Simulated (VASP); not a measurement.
Wanted: the native input for a VASP 6.6.1 run.

- Task: relaxation of volume and atoms at fixed shape
- Functional: PBE
- Potentials or basis: VASP PAW PBE potentials, release 64 (Rb_sv, Sr_sv)
- Cutoff: 500 eV
- k mesh: 4 × 4 × 4
- Occupations: fermi-dirac, width 0.1 eV
- Spin: no spin polarisation
- Dipole correction: no
- Further INCAR settings: ALGO = Normal; EDIFF = 1e-07; IBRION = 2; EDIFFG = -0.03; NSW = 60; ISIF = 8

The structure of Rb3Sr lies in POSCAR:

```
Rb3Sr
1.0
    0.0000000000      5.4402880000      5.4402880000
    5.4402880000      0.0000000000      5.4402880000
    5.4402880000      5.4402880000      0.0000000000
Rb Sr
3 1
Direct
    0.2500000000      0.2500000000      0.2500000000
    0.7500000000      0.7500000000      0.7500000000
    0.5000000000      0.5000000000      0.5000000000
    0.0000000000      0.0000000000      0.0000000000
```

These files were run (other wordings do the same):

INCAR

```
SYSTEM = Rb3Sr
PREC = Accurate
ENCUT = 500
EDIFF = 1E-7
ISMEAR = -1
SIGMA = 0.1
LREAL = .FALSE.
LASPH = .TRUE.
NELM = 120
ALGO = Normal
ISIF = 8
LWAVE = .FALSE.
LCHARG = .FALSE.
GGA = PE
IBRION = 2
NSW = 60
EDIFFG = -0.03
GGA_COMPAT = .FALSE.
NELMIN = 4
```

KPOINTS

```
Automatic mesh
0
G
  4 4 4
  0 0 0
```

Potentials or basis: VASP PAW PBE potentials, release 64 (Rb_sv, Sr_sv).

The run is started by

```bash
$ cat potpaw_PBE.64/Rb_sv/POTCAR potpaw_PBE.64/Sr_sv/POTCAR > POTCAR
$ mpirun -np 1 vasp_std > vasp.out
```

It gave:

The pressure after relaxing is 0.0 GPa.

Caveat: the relaxation stopped at its first step, so nothing moved.

Wall time 43 s on 1 thread of Intel(R) Xeon(R) 6975P-C (Granite Rapids) (shared host), peak memory 0.42 GiB.
